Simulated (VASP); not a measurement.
# GaSb (P6_3/mmc) in VASP: a series of runs

GaSb is run at these levels: PBE; tasks: single point.

Everything below comes from runs of VASP 6.6.1. Logs are shortened: lines on timing, memory, paths and dates and some standing lists are left out, and cuts for length are marked.

## 1. The cell of the first run

Symmetry: P6_3/mmc, No. 194, hexagonal system. The conventional cell has a = 3.981 Å, b = 3.981 Å, c = 6.948 Å, α = 90.00°, β = 90.00°, γ = 120.00°. Within 3.8 Å of Ga (site symmetry -3m) lie 6 Sb at 2.88 Å and 2 Ga at 3.47 Å. Sb (site symmetry -6m2) has 6 Ga at 2.88 Å within 3.8 Å.

## 2. Single point, PBE

File INCAR:

```
PREC     = Accurate       # precision mode
ENCUT    = 500            # plane-wave cutoff, eV
EDIFF    = 1E-6           # SCF threshold, eV
ISMEAR   = -1             # smearing method
SIGMA    = 0.02           # smearing width, eV
LREAL    = F              # projectors in reciprocal space
LASPH    = T              # aspherical terms in the spheres
NELM     = 120            # most SCF steps
ALGO     = Normal         # electronic algorithm
ISIF     = 2              # what is computed and relaxed
LWAVE    = F              # write WAVECAR
LCHARG   = F              # write CHGCAR
GGA      = PE             # functional
NBANDS   = 26             # bands
GGA_COMPAT= F
```

File KPOINTS:

```
regular mesh
0
Gamma
  6 6 4
```

File POSCAR:

```
GaSb
1.0
    3.9814331323      0.0000000000      0.0000000000
   -1.9907165661      3.4480222360      0.0000000000
    0.0000000000      0.0000000000      6.9476513402
Ga Sb
2 2
Direct
    0.0000000000      0.0000000000      0.0000000000
    0.0000000000      0.0000000000      0.5000000000
    0.3333333333      0.6666666667      0.2500000000
    0.6666666667      0.3333333333      0.7500000000
```

Potentials or basis: VASP PAW PBE potentials, release 64 (Ga_d, Sb).

Command:

```sh
cat potpaw_PBE.64/Ga_d/POTCAR potpaw_PBE.64/Sb/POTCAR > POTCAR
mpirun -np 1 vasp_std > vasp.out
```

OUTCAR:

```text
PREC = Accurate
   ENCUT = 500
   EDIFF = 1E-6
   ISMEAR = -1
   LREAL = F
   LASPH = T
   NELM = 120
   ISIF = 2
   GGA = PE

 ion  position               nearest neighbor table
   1  0.000  0.000  0.000-   3 2.88   4 2.88   3 2.88   4 2.88   4 2.88   3 2.88
   2  0.000  0.000  0.500-   3 2.88   4 2.88   3 2.88   4 2.88   4 2.88   3 2.88
   3  0.333  0.667  0.250-   1 2.88   2 2.88   1 2.88   2 2.88   1 2.88   2 2.88
   4  0.667  0.333  0.750-   1 2.88   2 2.88   1 2.88   2 2.88   1 2.88   2 2.88

  LATTYP: Found a hexagonal cell.
 ALAT       =     3.9814331323
 C/A-ratio  =     1.7450126900

  Lattice vectors:

 A1 = (   3.9814331323,   0.0000000000,   0.0000000000)
 A2 = (  -1.9907165661,   3.4480222360,   0.0000000000)
 A3 = (   0.0000000000,   0.0000000000,   6.9476513402)

Analysis of symmetry for initial positions (statically):
=====================================================================
 Subroutine PRICEL returns:
 Original cell was already a primitive cell.

 Routine SETGRP: Setting up the symmetry group for a
 hexagonal supercell.

 Subroutine GETGRP returns: Found 24 space group operations
 (whereof 12 operations were pure point group operations)
 out of a pool of 24 trial point group operations.

The static configuration has the point symmetry D_3d.
 The point group associated with its full space group is D_6h.

Analysis of symmetry for dynamics (positions and initial velocities):
=====================================================================
 Subroutine PRICEL returns:
 Original cell was already a primitive cell.

 Routine SETGRP: Setting up the symmetry group for a
 hexagonal supercell.

 Subroutine GETGRP returns: Found 24 space group operations
 (whereof 12 operations were pure point group operations)
 out of a pool of 24 trial point group operations.

The dynamic configuration has the point symmetry D_3d.
 The point group associated with its full space group is D_6h.

 Subroutine INISYM returns: Found 24 space group operations
 (whereof 12 operations are pure point group operations),
 and found     1 'primitive' translations

----------------------------------------------------------------------------------------

                                     Primitive cell

  volume of cell :      95.3778

  direct lattice vectors                    reciprocal lattice vectors
     3.981433132  0.000000000  0.000000000     0.251165841  0.145010666  0.000000000
    -1.990716566  3.448022236  0.000000000     0.000000000  0.290021332  0.000000000
     0.000000000  0.000000000  6.947651340     0.000000000  0.000000000  0.143933533

  length of vectors
     3.981433132  3.981433132  6.947651340     0.290021332  0.290021332  0.143933533

  position of ions in fractional coordinates (direct lattice)
     0.000000000  0.000000000  0.000000000
     0.000000000  0.000000000  0.500000000
     0.333333333  0.666666667  0.250000000
     0.666666667  0.333333333  0.750000000

  ion indices of the primitive-cell ions
   primitive index   ion index
                 1           1
                 2           2
                 3           3
                 4           4

----------------------------------------------------------------------------------------

 KPOINTS: regular mesh

Automatic generation of k-mesh.
 Grid dimensions read from file:
 generate k-points for:    6    6    4

 Generating k-lattice:

  Cartesian coordinates                     Fractional coordinates (reciprocal lattice)
     0.041860973  0.024168444  0.000000000     0.166666667  0.000000000  0.000000000
     0.000000000  0.048336889  0.000000000     0.000000000  0.166666667  0.000000000
     0.000000000  0.000000000  0.035983383     0.000000000  0.000000000  0.250000000

  Length of vectors
     0.048336889  0.048336889  0.035983383

  Shift w.r.t. Gamma in fractional coordinates (k-lattice)
     0.000000000  0.000000000  0.000000000

 Subroutine IBZKPT returns following result:
 ===========================================

 Found     21 irreducible k-points:

 Following reciprocal coordinates:
            Coordinates               Weight
  0.000000  0.000000  0.000000      1.000000
  0.166667 -0.000000  0.000000      6.000000
  0.333333  0.000000  0.000000      6.000000
  0.500000  0.000000  0.000000      3.000000
  0.166667  0.166667  0.000000      6.000000
  0.333333  0.166667  0.000000     12.000000
[... 13 lines left out ...]
  0.333333  0.166667  0.500000     12.000000
  0.333333  0.333333  0.500000      2.000000
   k-points           NKPTS =     21   k-points in BZ     NKDIM =     21   number of bands    NBANDS=     26
   number of dos      NEDOS =    301   number of ions     NIONS =      4
   total plane-waves  NPLWV =  48600
   dimension x,y,z NGX =    30 NGY =   30 NGZ =   54
   dimension x,y,z NGXF=    60 NGYF=   60 NGZF=  108
   ions per type =               2   2
   NGX,Y,Z   is equivalent  to a cutoff of  12.53, 12.53, 12.92 a.u.
   NGXF,Y,Z  is equivalent  to a cutoff of  25.05, 25.05, 25.84 a.u.
 SYSTEM =  unknown system
   PREC   = accura    normal or accurate (medium, high low for compatibility)
   ISTART =      0    job   : 0-new  1-cont  2-samecut
   ICHARG =      2    charge: 1-file 2-atom 10-const
   ISPIN  =      1    spin polarized calculation?
   LNONCOLLINEAR =      F non collinear calculations
   LSORBIT =      F    spin-orbit coupling
   LASPH  =      T    aspherical Exc in radial PAW
   ENCUT  =  500.0 eV  36.75 Ry    6.06 a.u.   7.26  7.26 12.67*2*pi/ulx,y,z
   NELM   =    120;   NELMIN=  2; NELMDL= -5     # of ELM steps
   EDIFF  = 0.1E-05   stopping-criterion for ELM
   LREAL  =      F    real-space projection
   EDIFFG = 0.1E-04   stopping-criterion for IOM
   NSW    =      0    number of steps for IOM
   IBRION =     -1    ionic relax: 0-MD 1-quasi-New 2-CG
   NFREE  =      0    steps in history (QN), initial steepest desc. (CG)
   ISIF   =      2    stress and relaxation
   ISYM   =      2    0-nonsym 1-usesym 2-fastsym
   POTIM  = 0.5000    time-step for ionic-motion
   TEBEG  =    0.0;   TEEND  =   0.0 temperature during run
   PSTRESS=    0.0 pullay stress
   NELECT =      36.0000    total number of electrons
   NUPDOWN=      -1.0000    fix difference up-down
   EMIN   =  10.00;   EMAX   =-10.00  energy-range for DOS
   EFERMI =   0.00;   METHOD = LEGACY
   ISMEAR =    -1;   SIGMA  =   0.02  broadening in eV -4-tet -1-fermi 0-gaus
   EFERMI_NEDOS =   21; number of points for ismear=-14 and -15
   IALGO  =     38    algorithm
   IMIX   =      4    mixing-type and parameters
     AMIX     =   0.40;   BMIX     =  1.00
     AMIX_MAG =   1.60;   BMIX_MAG =  1.00
  volume/ion in A,a.u.               =      23.84       160.91
  Fermi-wavevector in a.u.,A,eV,Ry     =   1.183114  2.235761 19.044865  1.399758
  Thomas-Fermi vector in A             =   2.319355
   LORBIT       =      0    0 simple, 1 ext, 2 COOP (PROOUT), +10 PAW based schemes
   GGA     = PE    functional components
   LHFCALC =     F    Hartree Fock is set to
   AEXX    =    0.0000 exact exchange contribution
   IVDW    =     0    specifies the selected vdW correction
   LEPSILON=     F    determine dielectric tensor
   LRPA    =     F    only Hartree local field effects (RPA)
 non-spin polarized calculation
  energy-cutoff  :      500.00
  volume of cell :       95.38
 maximum number of plane-waves:      2445
 NGX is ok and might be reduce to    30
   NGX = 15   NGY = 15   NGZ = 25

 number of electron      36.0000000 magnetization

 Free energy of the ion-electron system (eV)
  ---------------------------------------------------
  ext. energy  EPLUGINS =         0.00000000
  ---------------------------------------------------
  free energy    TOTEN  =       -13.88858919 eV

  energy without entropy =      -13.88509612  energy(sigma->0) =      -13.88684266

 E-fermi :   6.5305     XC(G=0): -10.2417

 val. band max:        6.5101657626   @ k =   0.5000   0.0000   0.2500
 cond. band min:       6.5449818877   @ k =   0.3333   0.0000   0.2500
 fundamental gap:      0.0348161250
 Fermi energy:         6.5304998332

 k-point     1 :       0.0000    0.0000    0.0000
  band No.  band energies     occupation
      1      -8.2920      2.00000
      2      -8.2906      2.00000
      3      -8.2906      2.00000
      4      -8.2600      2.00000
      5      -8.2600      2.00000
      6      -8.2444      2.00000
[... 18 lines left out ...]
     25      11.3251      0.00000
     26      11.6574      0.00000

 k-point     2 :       0.1667   -0.0000    0.0000
  band No.  band energies     occupation
      1      -8.3081      2.00000
      2      -8.2898      2.00000
      3      -8.2896      2.00000
      4      -8.2653      2.00000
      5      -8.2573      2.00000
      6      -8.2465      2.00000
[... 18 lines left out ...]
     25      11.9318      0.00000
     26      12.7484      0.00000

 k-point     3 :       0.3333    0.0000    0.0000
  band No.  band energies     occupation
      1      -8.3420      2.00000
      2      -8.2905      2.00000
      3      -8.2849      2.00000
      4      -8.2766      2.00000
      5      -8.2536      2.00000
      6      -8.2501      2.00000
[... 18 lines left out ...]
     25      14.0129      0.00000
     26      14.5048      0.00000

 k-point     4 :       0.5000    0.0000    0.0000
  band No.  band energies     occupation
      1      -8.3582      2.00000
      2      -8.2916      2.00000
      3      -8.2829      2.00000
      4      -8.2824      2.00000
      5      -8.2524      2.00000
      6      -8.2518      2.00000
[... 18 lines left out ...]
     25      12.9616      0.00000
     26      13.8659      0.00000

 k-point     5 :       0.1667    0.1667    0.0000
  band No.  band energies     occupation
      1      -8.3291      2.00000
      2      -8.2947      2.00000
      3      -8.2858      2.00000
      4      -8.2711      2.00000
      5      -8.2566      2.00000
      6      -8.2477      2.00000
[... 18 lines left out ...]
     25      12.5234      0.00000
     26      13.5743      0.00000

 k-point     6 :       0.3333    0.1667    0.0000
  band No.  band energies     occupation
      1      -8.3466      2.00000
      2      -8.3026      2.00000
      3      -8.2824      2.00000
      4      -8.2764      2.00000
      5      -8.2570      2.00000
      6      -8.2477      2.00000
[... 340 lines left out ...]
 k-point    18 :       0.5000    0.0000    0.5000
  band No.  band energies     occupation
      1      -8.3199      2.00000
      2      -8.3199      2.00000
      3      -8.2717      2.00000
      4      -8.2717      2.00000
      5      -8.2515      2.00000
      6      -8.2515      2.00000
[... 18 lines left out ...]
     25      12.6938      0.00000
     26      12.6938      0.00000

 k-point    19 :       0.1667    0.1667    0.5000
  band No.  band energies     occupation
      1      -8.3008      2.00000
      2      -8.3008      2.00000
      3      -8.2746      2.00000
      4      -8.2746      2.00000
      5      -8.2479      2.00000
      6      -8.2479      2.00000
[... 18 lines left out ...]
     25      12.6394      0.00000
     26      12.6394      0.00000

 k-point    20 :       0.3333    0.1667    0.5000
  band No.  band energies     occupation
      1      -8.3133      2.00000
      2      -8.3133      2.00000
      3      -8.2777      2.00000
      4      -8.2777      2.00000
      5      -8.2465      2.00000
      6      -8.2465      2.00000
[... 18 lines left out ...]
     25      14.2572      0.00000
     26      14.2572      0.00000

 k-point    21 :       0.3333    0.3333    0.5000
  band No.  band energies     occupation
      1      -8.3099      2.00000
      2      -8.3099      2.00000
      3      -8.2856      2.00000
      4      -8.2856      2.00000
      5      -8.2407      2.00000
      6      -8.2407      2.00000
[... 18 lines left out ...]
     25      14.3468      0.00000
     26      14.3468      0.00000

------------------------ aborting loop because EDIFF is reached ----------------------------------------

  FORCE on cell =-STRESS in cart. coord.  units (eV):
  Direction    XX          YY          ZZ          XY          YZ          ZX
  --------------------------------------------------------------------------------------
  -------------------------------------------------------------------------------------
  Total        0.9160981      0.9160981      1.4318108      0.0000000     -0.0000000      0.0000000
  in kB       15.3888113     15.3888113     24.0518635      0.0000000     -0.0000000      0.0000000
  external PRESSURE =      18.2764954 kB  Pullay stress =       0.0000000 kB

 VOLUME and BASIS-vectors are now :
 -----------------------------------------------------------------------------
  energy-cutoff  :      500.00
  volume of cell :       95.38
      direct lattice vectors                 reciprocal lattice vectors
     3.981433132  0.000000000  0.000000000     0.251165841  0.145010666  0.000000000
    -1.990716566  3.448022236  0.000000000     0.000000000  0.290021332  0.000000000
     0.000000000  0.000000000  6.947651340     0.000000000  0.000000000  0.143933533

 POSITION                                       TOTAL-FORCE (eV/Angst)
 -----------------------------------------------------------------------------------
      0.00000      0.00000      0.00000        -0.000000      0.000000      0.000000
      0.00000      0.00000      3.47383        -0.000000      0.000000      0.000000
     -0.00000      2.29868      1.73691        -0.000000      0.000000     -0.000000
      1.99072      1.14934      5.21074         0.000000     -0.000000     -0.000000
 -----------------------------------------------------------------------------------
    total drift:                                0.000000      0.000000      0.000000

  FREE ENERGIE OF THE ION-ELECTRON SYSTEM (eV)
  ---------------------------------------------------
  free  energy   TOTEN  =       -13.8885891918 eV

  energy  without entropy=      -13.8850961207  energy(sigma->0) =      -13.88684266
```

Run time: 68 s. Hardware: 1 thread of Intel Xeon 8259CL, shared host; peak memory 0.23 GiB.

Results:

```yaml
Free_energy: -13.8886 eV
Pressure: 1.8 GPa
Band_gap_on_the_k_mesh: zero (band 18 reaches 7.65 eV, above the bottom of band 19 at 3.84 eV)
```

Stress tensor (GPa, compression positive):
```
1.54 0.00 0.00
0.00 1.54 0.00
0.00 0.00 2.41
```

Levels at points of the mesh, in eV from the Fermi level:
| k point | band 14 | band 15 | band 16 | band 17 | band 18 | band 19 | band 20 | band 21 | band 22 | band 23 |
| --- | --- | --- | --- | --- | --- | --- | --- | --- | --- | --- |
| (0.00, 0.00, 0.00) | -0.48 | -0.29 | 0.25 | 0.25 | 0.87 | 0.87 | 2.96 | 3.89 | 3.89 | 4.62 |
| (0.50, 0.00, 0.00) | -4.94 | -4.60 | -3.75 | -2.07 | 0.52 | 1.09 | 1.14 | 2.34 | 2.60 | 4.01 |
| (0.00, 0.00, 0.50) | -4.71 | 0.58 | 0.58 | 0.58 | 0.58 | 2.06 | 2.06 | 3.88 | 3.88 | 3.88 |
| (0.50, 0.00, 0.50) | -6.65 | -1.64 | -1.64 | -1.23 | -1.23 | -1.05 | -1.05 | 2.96 | 2.96 | 5.40 |

Caveat: spin-orbit coupling is left out, which moves the levels of the heavy elements.

## 3. Single point, PBE

File INCAR:

```
SYSTEM = GaSb
ALGO     = Normal         ! electronic algorithm
EDIFF    = 1E-6           ! SCF threshold, eV
ENCUT    = 500            ! plane-wave cutoff, eV
GGA      = PE             ! functional
GGA_COMPAT= .FALSE.      
ISIF     = 2              ! what is computed and relaxed
ISMEAR   = -1             ! smearing method
LASPH    = .TRUE.         ! aspherical terms in the spheres
LCHARG   = .TRUE.         ! write CHGCAR
LELF     = .TRUE.         ! ELF
LREAL    = .FALSE.        ! projectors in reciprocal space
LVHAR    = .TRUE.       
LWAVE    = .FALSE.        ! write WAVECAR
NBANDS   = 26             ! bands
NELM     = 120            ! most SCF steps
PREC     = Accurate       ! precision mode
SIGMA    = 0.02           ! smearing width, eV
```

File KPOINTS:

```
k-points
0
G
  6 6 4
  0 0 0
```

POSCAR is that of step 2.

Potentials or basis: VASP PAW PBE potentials, release 64 (Ga_d, Sb).

Command:

```sh
cat potpaw_PBE.64/Ga_d/POTCAR potpaw_PBE.64/Sb/POTCAR > POTCAR
mpirun -np 1 vasp_std > vasp.out
```

Run time: 64 s. Hardware: 1 thread of Intel Xeon 8259CL, shared host; peak memory 0.23 GiB.

It converged, with:

| Quantity | Value |
| --- | --- |
| Free energy | -13.8886 eV |
| Pressure | 1.8 GPa |
| Band gap on the k mesh | zero (band 18 reaches 7.65 eV, above the bottom of band 19 at 3.84 eV) |

Stress tensor (GPa, compression positive):
```
1.54 0.00 0.00
0.00 1.54 0.00
0.00 0.00 2.41
```

Levels at points of the mesh, in eV from the Fermi level:
```csv
k point,band 16,band 17,band 18,band 19,band 20,band 21
"(0.00, 0.00, 0.00)",0.25,0.25,0.87,0.87,2.96,3.89
"(0.50, 0.00, 0.00)",-3.75,-2.07,0.52,1.09,1.14,2.34
"(0.00, 0.00, 0.50)",0.58,0.58,0.58,2.06,2.06,3.88
"(0.50, 0.00, 0.50)",-1.64,-1.23,-1.23,-1.05,-1.05,2.96
```

Caveat: spin-orbit coupling is left out, which moves the levels of the heavy elements.
